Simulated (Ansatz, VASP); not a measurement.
BAs: VASP beside Ansatz

```xyz
8
Lattice="3.4004 0.0000 0.0000 -1.7002 2.9448 0.0000 0.0000 0.0000 24.0232" Properties=species:S:1:pos:R:3 pbc="T T T"
As    0.0000    0.0000    7.5000
As    0.0000    1.9632   10.2764
As    1.7002    0.9816   13.0527
As    0.0000    0.0000   15.8291
B     0.0000    1.9632    8.1941
B     1.7002    0.9816   10.9705
B     0.0000    0.0000   13.7468
B     0.0000    1.9632   16.5232
```

Alike in both runs: task single point; functional PBE; k mesh 9 × 9 × 1; occupations gaussian, width 0.05 eV; no spin polarisation.

|  | VASP | Ansatz |
| --- | --- | --- |
| version | VASP 6.6.1 | Ansatz 0.2.0 |
| potentials or method | VASP PAW PBE potentials, release 64 (As, B), cutoff 520 eV | scalar-relativistic, plane waves, PAW |
| valence electrons in the cell | 32 | 72 |

```csv
,VASP,Ansatz,Ansatz less VASP
gap on the k mesh at the Fermi level (eV),none,none,-
rms of the force components (eV/Å),0.581,0.584,+0.0028
"work function, face that differs most (eV)",5.56,5.57,+0.010
```

A gap of «none» marks a metal or a gap that the smearing closes. VASP's potentials hold 32 valence electrons a cell and Ansatz's 72, so a difference there can come from the potentials and not from the codes.
